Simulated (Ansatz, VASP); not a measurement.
## Zn15SnS16 in VASP and in Ansatz

Contents of INCAR:

```
PREC = Accurate
ENCUT = 520
EDIFF = 1E-8
ISMEAR = -1
SIGMA = 0.01
LREAL = Auto
LASPH = T
NELM = 60
ALGO = Normal
ISIF = 2
LWAVE = F
LCHARG = F
GGA = PE
LEFG = T
NBANDS = 167
KPAR = 4
```

Contents of KPOINTS:

```
Automatic mesh
0
Gamma
  3 3 2
```

The input POSCAR:

```
Zn15SnS16
1.0
    7.6220000000      0.0000000000      0.0000000000
   -3.8110000000      6.6008456276      0.0000000000
    0.0000000000      0.0000000000     12.4680000000
Sn Zn S
1 15 16
Direct
    0.1666666666      0.3333333334      0.0000000000
    0.1666666666      0.3333333334      0.5000000000
    0.1666666666      0.8333333334      0.0000000000
    0.1666666666      0.8333333334      0.5000000000
    0.6666666666      0.3333333334      0.0000000000
    0.6666666666      0.3333333334      0.5000000000
    0.6666666666      0.8333333334      0.0000000000
    0.6666666666      0.8333333334      0.5000000000
    0.3333333334      0.1666666666      0.2500000000
    0.3333333334      0.1666666666      0.7500000000
    0.3333333334      0.6666666666      0.2500000000
    0.3333333334      0.6666666666      0.7500000000
    0.8333333334      0.1666666666      0.2500000000
    0.8333333334      0.1666666666      0.7500000000
    0.8333333334      0.6666666666      0.2500000000
    0.8333333334      0.6666666666      0.7500000000
    0.1666666666      0.3333333334      0.1925000000
    0.1666666666      0.3333333334      0.6925000000
    0.1666666666      0.8333333334      0.1925000000
    0.1666666666      0.8333333334      0.6925000000
    0.6666666666      0.3333333334      0.1925000000
    0.6666666666      0.3333333334      0.6925000000
    0.6666666666      0.8333333334      0.1925000000
    0.6666666666      0.8333333334      0.6925000000
    0.3333333334      0.1666666666      0.4425000000
    0.3333333334      0.1666666666      0.9425000000
    0.3333333334      0.6666666666      0.4425000000
    0.3333333334      0.6666666666      0.9425000000
    0.8333333334      0.1666666666      0.4425000000
    0.8333333334      0.1666666666      0.9425000000
    0.8333333334      0.6666666666      0.4425000000
    0.8333333334      0.6666666666      0.9425000000
```

Input for Ansatz:

```yaml
crystal:
  lattice:
    - [7.622, 0.0, 0.0]
    - [-3.811, 6.6008456276, 0.0]
    - [0.0, 0.0, 12.468]
  atoms:
    - { symbol: Sn, position: [0.1666666666, 0.3333333334, 0.0] }
    - { symbol: Zn, position: [0.1666666666, 0.3333333334, 0.5] }
    - { symbol: Zn, position: [0.1666666666, 0.8333333334, 0.0] }
    - { symbol: Zn, position: [0.1666666666, 0.8333333334, 0.5] }
    - { symbol: Zn, position: [0.6666666666, 0.3333333334, 0.0] }
    - { symbol: Zn, position: [0.6666666666, 0.3333333334, 0.5] }
    - { symbol: Zn, position: [0.6666666666, 0.8333333334, 0.0] }
    - { symbol: Zn, position: [0.6666666666, 0.8333333334, 0.5] }
    - { symbol: Zn, position: [0.3333333334, 0.1666666666, 0.25] }
    - { symbol: Zn, position: [0.3333333334, 0.1666666666, 0.75] }
    - { symbol: Zn, position: [0.3333333334, 0.6666666666, 0.25] }
    - { symbol: Zn, position: [0.3333333334, 0.6666666666, 0.75] }
    - { symbol: Zn, position: [0.8333333334, 0.1666666666, 0.25] }
    - { symbol: Zn, position: [0.8333333334, 0.1666666666, 0.75] }
    - { symbol: Zn, position: [0.8333333334, 0.6666666666, 0.25] }
    - { symbol: Zn, position: [0.8333333334, 0.6666666666, 0.75] }
    - { symbol: S, position: [0.1666666666, 0.3333333334, 0.1925] }
    - { symbol: S, position: [0.1666666666, 0.3333333334, 0.6925] }
    - { symbol: S, position: [0.1666666666, 0.8333333334, 0.1925] }
    - { symbol: S, position: [0.1666666666, 0.8333333334, 0.6925] }
    - { symbol: S, position: [0.6666666666, 0.3333333334, 0.1925] }
    - { symbol: S, position: [0.6666666666, 0.3333333334, 0.6925] }
    - { symbol: S, position: [0.6666666666, 0.8333333334, 0.1925] }
    - { symbol: S, position: [0.6666666666, 0.8333333334, 0.6925] }
    - { symbol: S, position: [0.3333333334, 0.1666666666, 0.4425] }
    - { symbol: S, position: [0.3333333334, 0.1666666666, 0.9425] }
    - { symbol: S, position: [0.3333333334, 0.6666666666, 0.4425] }
    - { symbol: S, position: [0.3333333334, 0.6666666666, 0.9425] }
    - { symbol: S, position: [0.8333333334, 0.1666666666, 0.4425] }
    - { symbol: S, position: [0.8333333334, 0.1666666666, 0.9425] }
    - { symbol: S, position: [0.8333333334, 0.6666666666, 0.4425] }
    - { symbol: S, position: [0.8333333334, 0.6666666666, 0.9425] }
kpoints:
  mp_grid: { grid: [3, 3, 2] }
scf:
  occupations: { method: fermi_dirac, width: 0.01 }
hamiltonian:
  xc: pbe
  pseudopotentials: { kind: paw }
output:
  forces: true
  stress: true
  populations: true
  efg:
    quadrupole_moments_barn: { Sn: -0.132, Zn: 0.122, S: -0.0694 }
    contact_densities: true
  write_density: true
  write_potential: true
  elf: true
  volumetric_format: npy
```

Alike in both runs: task electric field gradients; functional PBE; k mesh 3 × 3 × 2; occupations fermi-dirac, width 0.01 eV; no spin polarisation.

|  | VASP | Ansatz |
| --- | --- | --- |
| version | VASP 6.6.1 | Ansatz 0.2.0 |
| potentials or method | VASP PAW PBE potentials, release 64 (Sn_d, Zn, S) | plane-wave PAW, scalar-relativistic |
| plane-wave cutoff (eV) | 520 | 420 |
| valence electrons in the cell | 290 | 290 |

|  | VASP | Ansatz | Ansatz less VASP |
| --- | --- | --- | --- |
| pressure (GPa) | 6.2 | 6.1 | -0.12 |
| traceless stress, the component that is largest in VASP (GPa) | -2.19 | -2.16 | +0.030 |
| rms of the force components (eV/Å) | 0.700 | 0.707 | +0.0070 |
| size of Vzz on the site where it differs most (V/Å²) | 71.0 | 66.7 | -4.36 |

Atom by atom the forces differ by 0.008 eV/Å (rms over components).
